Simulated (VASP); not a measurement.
# Co (Fm-3m) in VASP: notebook

Runs on Co. Level: PBE. Tasks: single point.

Program: VASP 6.6.1. These are calculated values, not measurements. Logs are shortened: lines on timing, memory, paths and dates and some standing lists are left out, and cuts for length are marked.

### 1 The cell of the first run

It takes space group Fm-3m (No. 225, cubic). The conventional cell has a = 3.615 Å, b = 3.615 Å, c = 3.615 Å, α = 90.00°, β = 90.00°, γ = 90.00°. Within 3.4 Å of Co (site symmetry m-3m) lie 12 Co at 2.56 Å.

### 2 Single point, PBE, collinear spin, ferromagnetic start

The input, INCAR:

```
ALGO     = Normal         # electronic algorithm
EDIFF    = 1E-6           # SCF threshold, eV
ENCUT    = 520            # plane-wave cutoff, eV
GGA      = PE             # functional
ISIF     = 2              # what is computed and relaxed
ISMEAR   = -1             # smearing method
ISPIN    = 2              # spin polarisation
LASPH    = True           # aspherical terms in the spheres
LCHARG   = False          # write CHGCAR
LMAXMIX  = 4              # l up to which the mixer works
LORBIT   = 11             # projections on sites
LREAL    = False          # projectors in reciprocal space
LWAVE    = False          # write WAVECAR
MAGMOM   = 2.97           # initial moments
NBANDS   = 14             # bands
NELM     = 150            # most SCF steps
NUPDOWN  = 2.97           # fixed moment
PREC     = Accurate       # precision mode
SIGMA    = 0.1            # smearing width, eV
```

The input, KPOINTS:

```
k-points
0
Gamma
  15 15 15
```

The input, POSCAR:

```
Co
1.0
    0.0000000000      1.8074000000      1.8074000000
    1.8074000000      0.0000000000      1.8074000000
    1.8074000000      1.8074000000      0.0000000000
Co
1
Direct
    0.0000000000      0.0000000000      0.0000000000
```

Potentials or basis: VASP PAW PBE potentials, release 64 (Co).

On the command line:

```console
> cat potpaw_PBE.64/Co/POTCAR > POTCAR
> mpirun -np 1 vasp_std > vasp.out
```

OUTCAR:

```text
EDIFF = 1E-6
   ENCUT = 520
   GGA = PE
   ISIF = 2
   ISMEAR = -1
   ISPIN = 2
   LASPH = True
   LORBIT = 11
   LREAL = False
   NELM = 150
   NUPDOWN = 2.97
   PREC = Accurate

 ion  position               nearest neighbor table
   1  0.000  0.000  0.000-

  LATTYP: Found a face centered cubic cell.
 ALAT       =     3.6148000000

  Lattice vectors:

 A1 = (   0.0000000000,   1.8074000000,   1.8074000000)
 A2 = (   1.8074000000,   0.0000000000,   1.8074000000)
 A3 = (   1.8074000000,   1.8074000000,   0.0000000000)

Analysis of symmetry for initial positions (statically):
=====================================================================
 Subroutine PRICEL returns:
 Original cell was already a primitive cell.

 Routine SETGRP: Setting up the symmetry group for a
 face centered cubic supercell.

 Subroutine GETGRP returns: Found 48 space group operations
 (whereof 48 operations were pure point group operations)
 out of a pool of 48 trial point group operations.

The static configuration has the point symmetry O_h .

Analysis of symmetry for dynamics (positions and initial velocities):
=====================================================================
 Subroutine PRICEL returns:
 Original cell was already a primitive cell.

 Routine SETGRP: Setting up the symmetry group for a
 face centered cubic supercell.

 Subroutine GETGRP returns: Found 48 space group operations
 (whereof 48 operations were pure point group operations)
 out of a pool of 48 trial point group operations.

The dynamic configuration has the point symmetry O_h .

Analysis of structural, dynamic, and magnetic symmetry:
=====================================================================
 Subroutine PRICEL returns:
 Original cell was already a primitive cell.

 Routine SETGRP: Setting up the symmetry group for a
 face centered cubic supercell.

 Subroutine GETGRP returns: Found 48 space group operations
 (whereof 48 operations were pure point group operations)
 out of a pool of 48 trial point group operations.

The overall configuration has the point symmetry O_h .

 Subroutine INISYM returns: Found 48 space group operations
 (whereof 48 operations are pure point group operations),
 and found     1 'primitive' translations

----------------------------------------------------------------------------------------

                                     Primitive cell

  volume of cell :      11.8084

  direct lattice vectors                    reciprocal lattice vectors
     0.000000000  1.807400000  1.807400000    -0.276640478  0.276640478  0.276640478
     1.807400000  0.000000000  1.807400000     0.276640478 -0.276640478  0.276640478
     1.807400000  1.807400000  0.000000000     0.276640478  0.276640478 -0.276640478

  length of vectors
     2.556049593  2.556049593  2.556049593     0.479155363  0.479155363  0.479155363

  position of ions in fractional coordinates (direct lattice)
     0.000000000  0.000000000  0.000000000

  ion indices of the primitive-cell ions
   primitive index   ion index
                 1           1

----------------------------------------------------------------------------------------

 KPOINTS: k-points

Automatic generation of k-mesh.
 Grid dimensions read from file:
 generate k-points for:   15   15   15

 Generating k-lattice:

  Cartesian coordinates                     Fractional coordinates (reciprocal lattice)
    -0.018442699  0.018442699  0.018442699     0.066666667  0.000000000  0.000000000
     0.018442699 -0.018442699  0.018442699     0.000000000  0.066666667  0.000000000
     0.018442699  0.018442699 -0.018442699     0.000000000  0.000000000  0.066666667

  Length of vectors
     0.031943691  0.031943691  0.031943691

  Shift w.r.t. Gamma in fractional coordinates (k-lattice)
     0.000000000  0.000000000  0.000000000

 Subroutine IBZKPT returns following result:
 ===========================================

 Found    120 irreducible k-points:

 Following reciprocal coordinates:
            Coordinates               Weight
  0.000000  0.000000  0.000000      1.000000
  0.066667  0.000000  0.000000      8.000000
  0.133333  0.000000  0.000000      8.000000
  0.200000  0.000000  0.000000      8.000000
  0.266667  0.000000  0.000000      8.000000
  0.333333  0.000000  0.000000      8.000000
[... 16 lines left out ...]
  0.133333  0.133333  0.000000      6.000000
  0.200000  0.133333  0.000000     24.000000
 [... further k-points ...]
   k-points           NKPTS =    120   k-points in BZ     NKDIM =    120   number of bands    NBANDS=     14
   number of dos      NEDOS =    301   number of ions     NIONS =      1
   total plane-waves  NPLWV =   8000
   dimension x,y,z NGX =    20 NGY =   20 NGZ =   20
   dimension x,y,z NGXF=    40 NGYF=   40 NGZF=   40
   ions per type =               1
   NGX,Y,Z   is equivalent  to a cutoff of  13.01, 13.01, 13.01 a.u.
   NGXF,Y,Z  is equivalent  to a cutoff of  26.02, 26.02, 26.02 a.u.
 SYSTEM =  unknown system
   PREC   = accura    normal or accurate (medium, high low for compatibility)
   ISTART =      0    job   : 0-new  1-cont  2-samecut
   ICHARG =      2    charge: 1-file 2-atom 10-const
   ISPIN  =      2    spin polarized calculation?
   LNONCOLLINEAR =      F non collinear calculations
   LSORBIT =      F    spin-orbit coupling
   LASPH  =      T    aspherical Exc in radial PAW
   ENCUT  =  520.0 eV  38.22 Ry    6.18 a.u.   4.75  4.75  4.75*2*pi/ulx,y,z
   NELM   =    150;   NELMIN=  2; NELMDL= -5     # of ELM steps
   EDIFF  = 0.1E-05   stopping-criterion for ELM
   LREAL  =      F    real-space projection
   EDIFFG = 0.1E-04   stopping-criterion for IOM
   NSW    =      0    number of steps for IOM
   IBRION =     -1    ionic relax: 0-MD 1-quasi-New 2-CG
   NFREE  =      0    steps in history (QN), initial steepest desc. (CG)
   ISIF   =      2    stress and relaxation
   ISYM   =      2    0-nonsym 1-usesym 2-fastsym
   POTIM  = 0.5000    time-step for ionic-motion
   TEBEG  =    0.0;   TEEND  =   0.0 temperature during run
   PSTRESS=    0.0 pullay stress
   NELECT =       9.0000    total number of electrons
   NUPDOWN=       2.9700    fix difference up-down
   EMIN   =  10.00;   EMAX   =-10.00  energy-range for DOS
   EFERMI =   0.00;   METHOD = LEGACY
   ISMEAR =    -1;   SIGMA  =   0.10  broadening in eV -4-tet -1-fermi 0-gaus
   EFERMI_NEDOS =   21; number of points for ismear=-14 and -15
   IALGO  =     38    algorithm
   IMIX   =      4    mixing-type and parameters
     AMIX     =   0.40;   BMIX     =  1.00
     AMIX_MAG =   1.60;   BMIX_MAG =  1.00
  volume/ion in A,a.u.               =      11.81        79.69
  Fermi-wavevector in a.u.,A,eV,Ry     =   1.495402  2.825901 30.425731  2.236228
  Thomas-Fermi vector in A             =   2.607552
   LORBIT       =     11    0 simple, 1 ext, 2 COOP (PROOUT), +10 PAW based schemes
   GGA     = PE    functional components
   LHFCALC =     F    Hartree Fock is set to
   AEXX    =    0.0000 exact exchange contribution
   IVDW    =     0    specifies the selected vdW correction
   LEPSILON=     F    determine dielectric tensor
   LRPA    =     F    only Hartree local field effects (RPA)
 spin polarized calculation
  energy-cutoff  :      520.00
  volume of cell :       11.81
 maximum number of plane-waves:       331
   NGX =  9   NGY =  9   NGZ =  9

 number of electron       9.0000002 magnetization       2.9700001

 Free energy of the ion-electron system (eV)
  ---------------------------------------------------
  ext. energy  EPLUGINS =         0.00000000
  ---------------------------------------------------
  free energy    TOTEN  =        -5.44321525 eV

  energy without entropy =       -5.39940251  energy(sigma->0) =       -5.42130888

 E-fermi :   8.4392     XC(G=0): -12.9786

 val. band max:       14.0195447964   @ k =  -0.3333   0.4667   0.2000
 cond. band min:       8.4409449873   @ k =   0.2667   0.1333   0.0667
 fundamental gap:     -5.5785998090
 Fermi energy:        14.0446327742

 spin component 1

 k-point     1 :       0.0000    0.0000    0.0000
  band No.  band energies     occupation
      1       0.2091      1.00000
      2       5.5383      1.00000
      3       5.5383      1.00000
      4       5.5383      1.00000
      5       6.2882      1.00000
      6       6.2882      1.00000
      7      31.0537      0.00000
      8      34.7669      0.00000
      9      34.7669      0.00000
     10      34.7669      0.00000
     11      37.4485      0.00000
     12      37.4485      0.00000
     13      37.4485      0.00000
     14      40.4251      0.00000
[... 375 lines left out ...]
 k-point    24 :       0.2000    0.1333    0.0000
  band No.  band energies     occupation
      1       1.6193      1.00000
      2       5.1219      1.00000
      3       5.8009      1.00000
      4       5.8835      1.00000
      5       6.0812      1.00000
      6       6.4641      1.00000
      7      27.2935      0.00000
      8      29.7555      0.00000
      9      30.1287      0.00000
     10      32.2948      0.00000
     11      36.5923      0.00000
     12      40.6255      0.00000
     13      42.2326      0.00000
     14      42.8553      0.00000

 [... further k-points ...]

 spin component 2

 k-point     1 :       0.0000    0.0000    0.0000
  band No.  band energies     occupation
      1       1.1548      1.00000
      2       8.0307      0.98346
      3       8.0307      0.98346
      4       8.0307      0.98346
      5       9.3852      0.00008
      6       9.3852      0.00008
      7      31.7282      0.00000
      8      35.9024      0.00000
      9      35.9024      0.00000
     10      35.9024      0.00000
     11      38.7071      0.00000
     12      38.7071      0.00000
     13      38.7071      0.00000
     14      41.0775      0.00000
[... 375 lines left out ...]
 k-point    24 :       0.2000    0.1333    0.0000
  band No.  band energies     occupation
      1       2.5898      1.00000
      2       7.5250      0.99989
      3       8.4059      0.58251
      4       8.4269      0.53068
      5       8.9887      0.00409
      6       9.5636      0.00001
      7      28.4925      0.00000
      8      31.0186      0.00000
      9      31.1138      0.00000
     10      33.3281      0.00000
     11      38.0957      0.00000
     12      41.6572      0.00000
     13      43.1933      0.00000
     14      43.7836      0.00000

 [... further k-points ...]
[... 5 lines left out ...]
  --------------------------------------------------------------------------------------
  -------------------------------------------------------------------------------------
  Total        1.3502086      1.3502086      1.3502086      0.0000000      0.0000000     -0.0000000
  in kB      183.1971151    183.1971151    183.1971151      0.0000000      0.0000000     -0.0000000
  external PRESSURE =     183.1971151 kB  Pullay stress =       0.0000000 kB

 VOLUME and BASIS-vectors are now :
 -----------------------------------------------------------------------------
  energy-cutoff  :      520.00
  volume of cell :       11.81
      direct lattice vectors                 reciprocal lattice vectors
     0.000000000  1.807400000  1.807400000    -0.276640478  0.276640478  0.276640478
     1.807400000  0.000000000  1.807400000     0.276640478 -0.276640478  0.276640478
     1.807400000  1.807400000  0.000000000     0.276640478  0.276640478 -0.276640478

 POSITION                                       TOTAL-FORCE (eV/Angst)
 -----------------------------------------------------------------------------------
      0.00000      0.00000      0.00000         0.000000      0.000000     -0.000000
 -----------------------------------------------------------------------------------
    total drift:                               -0.000000     -0.000000     -0.000000

  FREE ENERGIE OF THE ION-ELECTRON SYSTEM (eV)
  ---------------------------------------------------
  free  energy   TOTEN  =        -5.4432152489 eV

  energy  without entropy=       -5.3994025134  energy(sigma->0) =       -5.42130888

 total charge

# of ion       s       p       d       tot
------------------------------------------
    1        0.499   0.604   6.951   8.054

 magnetization (x)

# of ion       s       p       d       tot
------------------------------------------
    1        0.058   0.199   2.563   2.821
```

Run time: 36 s. Hardware: 1 thread of AMD EPYC 7R43 (Zen 3), shared host; peak memory 0.11 GiB.

What came out:

```
Free energy                                           : -5.4432 eV
Pressure                                              : 18.3 GPa
Net moment                                            : 2.97 μB per cell
Site moments                                          : Co +2.82 μB
Valence electrons inside the program's atomic spheres : Co 8.05
```

Caveat: the total moment is fixed, so each spin has its own Fermi level.

### 3 Single point, PBE, collinear spin, ferromagnetic start

The input, INCAR:

```
PREC = Accurate
ENCUT = 520
EDIFF = 1E-6
ISMEAR = -1
SIGMA = 0.1
LREAL = F
LASPH = T
NELM = 150
ALGO = Normal
ISIF = 2
LWAVE = F
LCHARG = F
ISPIN = 2
MAGMOM = 0.3
LORBIT = 11
LMAXMIX = 4
GGA = PE
NBANDS = 14
```

The input, KPOINTS:

```
regular mesh
0
Gamma
  15 15 15
```

POSCAR is that of step 2.

Potentials or basis: VASP PAW PBE potentials, release 64 (Co).

On the command line:

```console
> cat potpaw_PBE.64/Co/POTCAR > POTCAR
> mpirun -np 1 vasp_std > vasp.out
```

Run time: 48 s. Hardware: 1 thread of AMD EPYC 7R43 (Zen 3), shared host; peak memory 0.12 GiB.

Results (log left out):

```yaml
Free_energy: -6.7470 eV
Pressure: -24.3 GPa
Net_moment: 0.00 μB per cell
Valence_electrons_inside_the_program's_atomic_spheres: Co 8.12
```

Levels at points of the mesh, in eV from the Fermi level:
Spin up:
```
           k point  band 2  band 3  band 4  band 5  band 6  band 7
(0.00, 0.00, 0.00)   -1.56   -1.56   -1.56   -0.46   -0.46   22.45
```
Spin down:
| k point | band 1 | band 2 | band 3 | band 4 | band 5 | band 6 | band 7 | band 8 |
| --- | --- | --- | --- | --- | --- | --- | --- | --- |
| (0.00, 0.00, 0.00) | -8.21 | -1.56 | -1.56 | -1.56 | -0.46 | -0.46 | 22.45 | 26.43 |
